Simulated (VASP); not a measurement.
Here is a VASP 6.6.1 calculation.

File INCAR:

```
PREC     = Accurate       # precision mode
ENCUT    = 520            # plane-wave cutoff, eV
EDIFF    = 1E-7           # SCF threshold, eV
ISMEAR   = 0              # smearing method
SIGMA    = 0.1            # smearing width, eV
LREAL    = F              # projectors in reciprocal space
LASPH    = T              # aspherical terms in the spheres
NELM     = 80             # most SCF steps
ALGO     = Normal         # electronic algorithm
ISIF     = 2              # what is computed and relaxed
LWAVE    = F              # write WAVECAR
LCHARG   = F              # write CHGCAR
GGA      = PE             # functional
NBANDS   = 15             # bands
```

KPOINTS

```
regular mesh
0
Gamma
  6 6 6
```

The input POSCAR:

```
Be4S
1.0
   -1.8674245800      1.8674245800      3.5308260100
    1.8674245800     -1.8674245800      3.5308260100
    1.8674245800      1.8674245800     -3.5308260100
Be S
4 1
Direct
    0.2450000000      0.2450000000      0.0000000000
    0.7550000000      0.7550000000      0.0000000000
    0.5000000000      0.0000000000      0.5000000000
    0.0000000000      0.5000000000      0.5000000000
    0.0000000000      0.0000000000      0.0000000000
```

Potentials or basis: VASP PAW PBE potentials, release 64 (Be, S).

Run with:

```bash
$ cat potpaw_PBE.64/Be/POTCAR potpaw_PBE.64/S/POTCAR > POTCAR
$ mpirun -np 1 vasp_std > vasp.out
```

Q: Estimate the band gap on the k mesh.

A: Zero (bands 7 and 8 overlap by 1.08 eV).

Q: Predict the largest force.

A: 5.092 eV/Å.

Q: Estimate the pressure.

A: 37.4 GPa.

Stress tensor (GPa, compression positive):
```
30.50  0.00  0.00
 0.00 30.50  0.00
 0.00  0.00 51.12
```

Caveat: the stress differs along the axes, from 31 to 51 GPa; forces of over 1 eV/Å act on the atoms, so gaps and moduli don't describe the material at rest.
